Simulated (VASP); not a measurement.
# Al2O3 (R-3c) in VASP: notebook

Al2O3 is run at these levels: r2SCAN, PBE; tasks: single point, relaxation of cell and atoms.

All numbers are computed with VASP 6.6.1; they aren't measurements. Logs are shortened: lines on timing, memory, paths and dates and some standing lists are left out, and cuts for length are marked.

### 1 The cell of the first run

It takes space group R-3c (No. 167, trigonal). Conventional cell: a = 4.759 Å, b = 4.759 Å, c = 12.995 Å, α = 90.00°, β = 90.00°, γ = 120.00°. Within 2.5 Å of Al (site symmetry 3) lie 6 O at 1.86 to 1.97 Å. Within 2.9 Å of O (site symmetry 2) lie 4 Al at 1.86 to 1.97 Å and 12 O at 2.53 to 2.87 Å.

### 2 Single point, r2SCAN

POSCAR

```
Al2O3
1.0
    2.3793611047      1.3737247743      4.3315925792
   -2.3793611047      1.3737247743      4.3315925792
    0.0000000000     -2.7474495486      4.3315925792
Al O
4 6
Direct
    0.1480885927      0.1480885927      0.1480885927
    0.3519114073      0.3519114073      0.3519114073
    0.6480885927      0.6480885927      0.6480885927
    0.8519114073      0.8519114073      0.8519114073
    0.9436338431      0.5563661569      0.2500000000
    0.4436338431      0.7500000000      0.0563661569
    0.5563661569      0.2500000000      0.9436338431
    0.2500000000      0.9436338431      0.5563661569
    0.7500000000      0.0563661569      0.4436338431
    0.0563661569      0.4436338431      0.7500000000
```

INCAR.step1

```
SYSTEM = Al2O3
PREC = Accurate ; ENCUT = 520
ISMEAR = -1 ; SIGMA = 0.02
LREAL = .FALSE. ; LASPH = .TRUE.
NELM = 80 ; NBANDS = 35
GGA = PE ; ALGO = Normal
EDIFF = 1E-4 ; LWAVE = .TRUE.
LCHARG = .FALSE.
```

INCAR.step2

```
SYSTEM = Al2O3
PREC = Accurate ; ENCUT = 520
EDIFF = 1E-6 ; ISMEAR = -1
SIGMA = 0.02 ; LREAL = .FALSE.
LASPH = .TRUE. ; NELM = 80
ALGO = Normal ; ISIF = 2
LWAVE = .FALSE. ; LCHARG = .FALSE.
METAGGA = R2SCAN ; LMIXTAU = .TRUE.
NBANDS = 35 ; ISTART = 1
```

KPOINTS

```
regular mesh
0
G
  6 6 6
  0 0 0
```

Potentials or basis: VASP PAW PBE potentials, release 64 (Al, O).

Run with:

```sh
$ cat potpaw_PBE.64/Al/POTCAR potpaw_PBE.64/O/POTCAR > POTCAR
$ cp INCAR.step1 INCAR
$ mpirun -np 1 vasp_std > vasp.out
$ cp INCAR.step2 INCAR
$ mpirun -np 1 vasp_std > vasp.out
```

OUTCAR:

```text
SYSTEM = Al2O3
   PREC = Accurate
   ENCUT = 520
   EDIFF = 1E-6
   ISMEAR = -1
   LREAL = .FALSE.
   LASPH = .TRUE.
   NELM = 80
   ISIF = 2
   METAGGA = R2SCAN
   ISTART = 1

 ion  position               nearest neighbor table
   1  0.148  0.148  0.148-   6 1.86  10 1.86   9 1.86   5 1.97   7 1.97   8 1.97   2 2.65   4 2.79
                             4 2.79   4 2.79   2 3.22   2 3.22   2 3.22
   2  0.352  0.352  0.352-   9 1.86  10 1.86   6 1.86   5 1.97   7 1.97   8 1.97   1 2.65   3 2.79
                             3 2.79   3 2.79   1 3.22   1 3.22   1 3.22
   3  0.648  0.648  0.648-   8 1.86   5 1.86   7 1.86  10 1.97   9 1.97   6 1.97   4 2.65   2 2.79
                             2 2.79   2 2.79   4 3.22   4 3.22   4 3.22
   4  0.852  0.852  0.852-   7 1.86   5 1.86   8 1.86  10 1.97   9 1.97   6 1.97   3 2.65   1 2.79
                             1 2.79   1 2.79   3 3.22   3 3.22   3 3.22
   5  0.944  0.556  0.250-   3 1.86   4 1.86   1 1.97   2 1.97
   6  0.444  0.750  0.056-   1 1.86   2 1.86   3 1.97   4 1.97
   7  0.556  0.250  0.944-   4 1.86   3 1.86   1 1.97   2 1.97
   8  0.250  0.944  0.556-   3 1.86   4 1.86   1 1.97   2 1.97
   9  0.750  0.056  0.444-   2 1.86   1 1.86   3 1.97   4 1.97
  10  0.056  0.444  0.750-   1 1.86   2 1.86   3 1.97   4 1.97

  LATTYP: Found a trigonal (rhomboedric) cell.
 ALAT       =     5.1294418112
 COS(alpha) =     0.5696612079

  Lattice vectors:

 A1 = (   2.3793611047,   1.3737247743,   4.3315925792)
 A2 = (  -2.3793611047,   1.3737247743,   4.3315925792)
 A3 = (   0.0000000000,  -2.7474495486,   4.3315925792)

Analysis of symmetry for initial positions (statically):
=====================================================================
 Subroutine PRICEL returns:
 Original cell was already a primitive cell.

 Routine SETGRP: Setting up the symmetry group for a
 trigonal (rhombohedral) supercell.

 Subroutine GETGRP returns: Found 12 space group operations
 (whereof  6 operations were pure point group operations)
 out of a pool of 12 trial point group operations.

The static configuration has the point symmetry S_6 .
 The point group associated with its full space group is D_3d.

Analysis of symmetry for dynamics (positions and initial velocities):
=====================================================================
 Subroutine PRICEL returns:
 Original cell was already a primitive cell.

 Routine SETGRP: Setting up the symmetry group for a
 trigonal (rhombohedral) supercell.

 Subroutine GETGRP returns: Found 12 space group operations
[... 129 lines left out ...]
   TEBEG  =    0.0;   TEEND  =   0.0 temperature during run
   PSTRESS=    0.0 pullay stress
   NELECT =      48.0000    total number of electrons
   NUPDOWN=      -1.0000    fix difference up-down
   EMIN   =  10.00;   EMAX   =-10.00  energy-range for DOS
   EFERMI =   0.00;   METHOD = LEGACY
   ISMEAR =    -1;   SIGMA  =   0.02  broadening in eV -4-tet -1-fermi 0-gaus
   EFERMI_NEDOS =   21; number of points for ismear=-14 and -15
   IALGO  =     38    algorithm
   IMIX   =      4    mixing-type and parameters
     AMIX     =   0.40;   BMIX     =  1.00
     AMIX_MAG =   1.60;   BMIX_MAG =  1.00
  volume/ion in A,a.u.               =       8.49        57.33
  Fermi-wavevector in a.u.,A,eV,Ry     =   1.353429  2.557611 24.922758  1.831771
  Thomas-Fermi vector in A             =   2.480685
   LORBIT       =      0    0 simple, 1 ext, 2 COOP (PROOUT), +10 PAW based schemes
   METAGGA = R2SCAN    functional components
   LHFCALC =     F    Hartree Fock is set to
   AEXX    =    0.0000 exact exchange contribution
   IVDW    =     0    specifies the selected vdW correction
   LEPSILON=     F    determine dielectric tensor
   LRPA    =     F    only Hartree local field effects (RPA)
 non-spin polarized calculation
  energy-cutoff  :      520.00
  volume of cell :       84.95
 maximum number of plane-waves:      2308
 NGX is ok and might be reduce to    40
   NGX = 19   NGY = 19   NGZ = 19

 number of electron      48.0000013 magnetization

 Free energy of the ion-electron system (eV)
  ---------------------------------------------------
  ext. energy  EPLUGINS =         0.00000000
  ---------------------------------------------------
  free energy    TOTEN  =       -96.26962310 eV

  energy without entropy =      -96.26962310  energy(sigma->0) =      -96.26962310

 E-fermi :   6.2111     XC(G=0): -12.2312

 val. band max:        5.7407195227   @ k =   0.0000   0.0000   0.0000
 cond. band min:      12.8969076307   @ k =   0.0000   0.0000   0.0000
 fundamental gap:      7.1561881080
 Fermi energy:         6.2111008333

 k-point     1 :       0.0000    0.0000    0.0000
  band No.  band energies     occupation
      1     -14.4647      2.00000
      2     -12.1731      2.00000
      3     -11.8973      2.00000
      4     -11.8973      2.00000
      5     -11.5883      2.00000
      6     -11.5883      2.00000
[... 901 lines left out ...]
     34      20.2608      0.00000
     35      20.4571      0.00000

 [... further k-points ...]

------------------------ aborting loop because EDIFF is reached ----------------------------------------

  FORCE on cell =-STRESS in cart. coord.  units (eV):
  Direction    XX          YY          ZZ          XY          YZ          ZX
  --------------------------------------------------------------------------------------
  -------------------------------------------------------------------------------------
  Total       -0.2346957     -0.2346957     -0.2815432      0.0000000      0.0000000      0.0000000
  in kB       -4.4264617     -4.4264617     -5.3100261      0.0000000      0.0000000      0.0000000
  external PRESSURE =      -4.7209832 kB  Pullay stress =       0.0000000 kB

 VOLUME and BASIS-vectors are now :
 -----------------------------------------------------------------------------
  energy-cutoff  :      520.00
  volume of cell :       84.95
      direct lattice vectors                 reciprocal lattice vectors
     2.379361105  1.373724774  4.331592579     0.210140444  0.121324642  0.076953990
    -2.379361105  1.373724774  4.331592579    -0.210140444  0.121324642  0.076953990
     0.000000000 -2.747449549  4.331592579     0.000000000 -0.242649284  0.076953990

 POSITION                                       TOTAL-FORCE (eV/Angst)
 -----------------------------------------------------------------------------------
      0.00000      0.00000      1.92438         0.000000     -0.000000      0.018874
      0.00000      0.00000      4.57301         0.000000     -0.000000     -0.018874
      0.00000      0.00000      8.42177         0.000000     -0.000000      0.018874
      0.00000      0.00000     11.07040         0.000000     -0.000000     -0.018874
      0.92145      1.37372      7.58029         0.012546     -0.000000      0.000000
     -0.72896      1.48486      5.41449         0.006273      0.010865      0.000000
      0.72896     -1.48486      7.58029        -0.006273     -0.010865      0.000000
     -1.65041      0.11114      7.58029        -0.006273      0.010865      0.000000
      1.65041     -0.11114      5.41449         0.006273     -0.010865      0.000000
     -0.92145     -1.37372      5.41449        -0.012546     -0.000000     -0.000000
 -----------------------------------------------------------------------------------
    total drift:                               -0.000000      0.000000      0.000000

  FREE ENERGIE OF THE ION-ELECTRON SYSTEM (eV)
  ---------------------------------------------------
  free  energy   TOTEN  =       -96.2696230996 eV

  energy  without entropy=      -96.2696230996  energy(sigma->0) =      -96.26962310
```

OSZICAR.step1:

```text
N       E                     dE             d eps       ncg     rms          rms(c)
DAV:   1     0.224959302117E+03    0.22496E+03   -0.25341E+04  2240   0.131E+03
DAV:   2    -0.702104524055E+02   -0.29517E+03   -0.28375E+03  2867   0.284E+02
DAV:   3    -0.827135716023E+02   -0.12503E+02   -0.12459E+02  2898   0.599E+01
DAV:   4    -0.828090814697E+02   -0.95510E-01   -0.95457E-01  2776   0.604E+00
DAV:   5    -0.828102509769E+02   -0.11695E-02   -0.11694E-02  2833   0.667E-01    0.176E+01
DAV:   6    -0.746826373573E+02    0.81276E+01   -0.28247E+01  2703   0.284E+01    0.597E+00
DAV:   7    -0.747253534119E+02   -0.42716E-01   -0.88546E-01  2712   0.463E+00    0.329E+00
DAV:   8    -0.747447065804E+02   -0.19353E-01   -0.86688E-02  2661   0.225E+00    0.688E-01
DAV:   9    -0.747484155951E+02   -0.37090E-02   -0.22411E-02  2904   0.807E-01    0.317E-01
DAV:  10    -0.747490619578E+02   -0.64636E-03   -0.79148E-04  2544   0.168E-01    0.748E-02
DAV:  11    -0.747490263501E+02    0.35608E-04   -0.36045E-04  2752   0.108E-01
   1 F= -.74749026E+02 E0= -.74749026E+02  d E =-.180426E-11
```

Wall time 6.4 min (1 thread of Intel Xeon 8259CL, shared host); peak memory 0.29 GiB.

Results:

```
Free energy            : -96.2696 eV
Pressure               : -0.5 GPa
Largest force          : 0.019 eV/Å
Band gap on the k mesh : 7.16 eV
```

Forces on the atoms (eV/Å):
```
Al   0.000  0.000  0.019
Al   0.000  0.000 -0.019
Al   0.000  0.000  0.019
Al   0.000  0.000 -0.019
O    0.013  0.000  0.000
O    0.006  0.011  0.000
O   -0.006 -0.011  0.000
O   -0.006  0.011  0.000
O    0.006 -0.011  0.000
O   -0.013  0.000  0.000
```

Stress tensor (GPa, compression positive):
```
-0.44  0.00  0.00
 0.00 -0.44  0.00
 0.00  0.00 -0.53
```

Caveat: the PAW data sets were made with another functional, which shifts forces and pressure a little.

(Part 1 of 2 ends here.)
